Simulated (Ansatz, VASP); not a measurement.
## One calculation of CaHfO, two programs

```
CELL_PARAMETERS angstrom
3.57474 0.00000 0.00000
0.00000 3.57474 0.00000
0.00000 0.00000 4.25347
ATOMIC_POSITIONS crystal
Ca 0.00000 0.00000 0.00000
Hf 0.50000 0.50000 0.50000
O 0.50000 0.50000 0.00000
```

Alike in both runs: functional PBE; k mesh 6 × 6 × 4; occupations gaussian, width 0.1 eV; no spin polarisation.

Ansatz relaxed the structure, and its values are those at the end. VASP's run is a single point on that final structure, the one shown.

```csv
,VASP,Ansatz
version,VASP 6.6.1,Ansatz 0.2.0
potentials or method,"VASP PAW PBE potentials, release 64 (Ca_sv, Hf_pv, O), cutoff 520 eV","scalar-relativistic, plane waves, PAW"
valence electrons in the cell,26,42
```

|  | VASP | Ansatz | Ansatz less VASP |
| --- | --- | --- | --- |
| gap on the k mesh at the Fermi level (eV) | none | none | - |
| pressure (GPa) | -0.4 | 0.0 | +0.44 |

A gap of «none» marks a metal or a gap that the smearing closes. With one functional, cell and mesh, what is left measures potentials, basis and numerics. VASP's potentials hold 26 valence electrons a cell and Ansatz's 42, so a difference there can come from the potentials and not from the codes.

The k mesh is coarse, so the values compare programs but aren't converged. Spin-orbit coupling is off throughout.
